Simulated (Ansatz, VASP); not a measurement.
**Two plane-wave programs on ZnRe**

```
CELL_PARAMETERS angstrom
2.74822 0.00000 0.00000
-1.37411 2.38003 0.00000
0.00000 0.00000 4.49407
ATOMIC_POSITIONS crystal
Re 0.33333 0.66667 0.50000
Zn 0.00000 0.00000 0.00000
```

Alike in both runs: functional PBE; k mesh 11 × 11 × 6; occupations fermi-dirac, width 0.05 eV; no spin polarisation.

|  | VASP | Ansatz |
| --- | --- | --- |
| version | VASP 6.6.1 | Ansatz 0.2.0 |
| potentials or method | VASP PAW PBE potentials, release 64 (Re_sv_GW, Zn) | Ansatz PAW |
| plane-wave cutoff (eV) | 560 | 420 |
| valence electrons in the cell | 27 | 27 |
| task | single point | band structure |

|  | VASP | Ansatz | Ansatz less VASP |
| --- | --- | --- | --- |
| gap on the k mesh at the Fermi level (eV) | none | none | - |
| pressure (GPa) | -1.9 | -1.5 | +0.36 |
| traceless stress, the component that is largest in VASP (GPa) | 0.04 | -0.15 | -0.198 |

A gap of «none» marks a metal or a gap that the smearing closes.

Neither program's run includes spin-orbit coupling.
